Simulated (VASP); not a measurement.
A run of VASP 6.6.1 is set up as follows.

File INCAR:

```
ALGO = Normal
EDIFF = 1E-6
EDIFFG = -0.04
ENCUT = 600
GGA = PE
IBRION = 2
ISIF = 3
ISMEAR = 0
LASPH = True
LCHARG = False
LREAL = False
LWAVE = False
NELM = 60
NSW = 90
PREC = Accurate
SIGMA = 0.1
```

The input KPOINTS:

```
k-points
0
Gamma
  6 6 6
```

Contents of POSCAR:

```
HgPt2
1.0
    1.7637473559      1.0183000107      5.3269682041
   -1.7637473559      1.0183000107      5.3269682041
    0.0000000000     -2.0366000214      5.3269682041
Hg Pt
1 2
Direct
    0.0000000000      0.0000000000      0.0000000000
    0.7500000000      0.7500000000      0.7500000000
    0.2500000000      0.2500000000      0.2500000000
```

Potentials or basis: VASP PAW PBE potentials, release 64 (Hg, Pt).

Launch:

```console
$ cat potpaw_PBE.64/Hg/POTCAR potpaw_PBE.64/Pt/POTCAR > POTCAR
$ mpirun -np 1 vasp_std > vasp.out
```

Task: Estimate the band gap on the k mesh.

Result: Zero (band 16 reaches 9.43 eV, above the bottom of band 17 at 7.18 eV).

Task: Predict the space group after relaxing (to 0.05 Å).

Result: R-3m (No. 166).

Task: Estimate the relaxed cell.

Result: a = 7.295 Å, b = 7.295 Å, c = 7.295 Å, α = 22.93°, β = 22.93°, γ = 22.93°.

Forces in eV/Å, atoms in the order of the input:
```
Hg   0.000  0.000  0.000
Pt   0.000  0.000  0.010
Pt   0.000  0.000 -0.010
```

Caveat: spin-orbit coupling is left out, which moves the levels of the heavy elements.
